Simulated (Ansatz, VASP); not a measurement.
H3CCl in VASP and in Ansatz

```
CELL_PARAMETERS angstrom
9.02872 0.00000 0.00000
0.00000 9.02872 0.00000
0.00000 0.00000 9.02872
ATOMIC_POSITIONS crystal
C 0.20810 0.21452 0.10715
C 0.48479 0.94309 0.86429
C 0.20925 0.73493 0.86548
C 0.58526 0.39043 0.75373
C 0.69094 0.81988 0.54653
C 0.79057 0.29415 0.46925
C 0.54177 0.55420 0.26735
C 0.99457 0.88701 0.15492
Cl 0.12008 0.29464 0.26538
Cl 0.36264 0.08935 0.80899
Cl 0.06813 0.60042 0.89622
Cl 0.49434 0.47186 0.90791
Cl 0.49349 0.81981 0.52006
Cl 0.91357 0.23684 0.61310
Cl 0.58377 0.72013 0.16861
Cl 0.97163 0.75126 0.29678
H 0.12563 0.19967 0.01939
H 0.29701 0.28711 0.06871
H 0.25435 0.10703 0.13945
H 0.47341 0.85494 0.78152
H 0.59854 0.98455 0.86630
H 0.45287 0.90373 0.97424
H 0.18280 0.83700 0.92509
H 0.31329 0.68912 0.90620
H 0.21695 0.75931 0.74702
H 0.65902 0.47383 0.70571
H 0.64967 0.29584 0.79292
H 0.50036 0.35490 0.67519
H 0.71104 0.84666 0.66309
H 0.73731 0.71084 0.51935
H 0.74014 0.90323 0.47385
H 0.81429 0.22951 0.36964
H 0.67591 0.27688 0.50460
H 0.81067 0.41178 0.44747
H 0.50697 0.46916 0.18861
H 0.64237 0.51908 0.32479
H 0.45435 0.57834 0.34731
H 0.92506 0.98380 0.17754
H 0.11141 0.91868 0.15665
H 0.96604 0.83681 0.04807
```

Alike in both runs: functional PBE; dispersion D3(BJ); k mesh 1 × 1 × 1; occupations fermi-dirac, width 0.02 eV; no spin polarisation.

Ansatz relaxed the structure, and its values are those at the end. VASP's run is a single point on that final structure, the one shown.

```csv
,VASP,Ansatz
version,VASP 6.6.1,Ansatz 0.2.0
potentials or method,"VASP PAW PBE potentials, release 64 (C, Cl, H), cutoff 520 eV","scalar-relativistic, plane waves, PAW"
valence electrons in the cell,112,112
```

```tsv
	VASP	Ansatz	Ansatz less VASP
gap on the k mesh at the Fermi level (eV)	5.31	5.30	-0.012
rms of the force components (eV/Å)	0.059	0.065	+0.0054
```

Ansatz's warnings: xc potential rough in thin density.
